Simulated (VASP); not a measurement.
Wanted: the native input for a VASP 6.6.1 run.

- Task: single point
- Functional: PBE
- Potentials or basis: VASP PAW PBE potentials, release 64 (Co, Li_sv, F)
- Cutoff: 750 eV
- k mesh: 1 × 1 × 1
- Occupations: fermi-dirac, width 0.01 eV
- Spin: collinear spin, ferromagnetic start
- Starting moments: [3.0, 0.0, 0.0, 0.0, 0.0, 0.0, 0.0, 0.0] μB
- Hubbard terms: Co d U = 4.0 eV
- Dipole correction: no
- Further INCAR settings: ALGO = Normal; EDIFF = 1e-06; NBANDS = 37

The structure of Li3CoF4 lies in POSCAR:

```
Li3CoF4
1.0
    4.0300000000      0.0000000000      0.0000000000
    0.0000000000      4.0300000000      0.0000000000
    0.0000000000      0.0000000000      4.0300000000
Co Li F
1 3 4
Direct
    0.0000000000      0.0000000000      0.0000000000
    0.0000000000      0.5000000000      0.5000000000
    0.5000000000      0.0000000000      0.5000000000
    0.5000000000      0.5000000000      0.0000000000
    0.5000000000      0.5000000000      0.5000000000
    0.5000000000      0.0000000000      0.0000000000
    0.0000000000      0.5000000000      0.0000000000
    0.0000000000      0.0000000000      0.5000000000
```

The input as run:

INCAR

```
SYSTEM = Li3CoF4
  ALGO = Normal
  EDIFF = 1E-6
  ENCUT = 750
  GGA = PE
  GGA_COMPAT = .False.
  ISIF = 2
  ISMEAR = -1
  ISPIN = 2
  LASPH = .True.
  LCHARG = .False.
  LDAU = .True.
  LDAUJ = 0 0 0
  LDAUL = 2 -1 -1
  LDAUPRINT = 1
  LDAUTYPE = 2
  LDAUU = 4 0 0
  LMAXMIX = 4
  LORBIT = 11
  LREAL = .False.
  LWAVE = .False.
  MAGMOM = 3 0 0 0 0 0 0 0
  NBANDS = 37
  NELM = 200
  PREC = Accurate
  SIGMA = 0.01
```

KPOINTS

```
k-points
0
Gamma
  1 1 1
  0 0 0
```

Potentials or basis: VASP PAW PBE potentials, release 64 (Co, Li_sv, F).

Command:

```console
$ cat potpaw_PBE.64/Co/POTCAR potpaw_PBE.64/Li_sv/POTCAR potpaw_PBE.64/F/POTCAR > POTCAR
$ mpirun -np 1 vasp_gam > vasp.out
```

It gave:

```yaml
Pressure: 3.7 GPa
Net_moment: 2.00 μB per cell
Site_moments: Co +2.00; Li -0.00; F +0.00 μB
Valence_electrons_inside_the_program's_atomic_spheres: Co 8.18; Li 2.06; F 6.13, 6.15 (each value once)
```

Caveat: the k points lie up to 1.56 Å⁻¹ apart; a cell with one magnetic atom can't hold antiferromagnetic order, which such compounds often take.

Wall time 21 s on 1 thread of Intel(R) Xeon(R) Platinum 8259CL CPU @ 2.50GHz (Skylake/Cascade Lake), on a shared host, peak memory 0.23 GiB.
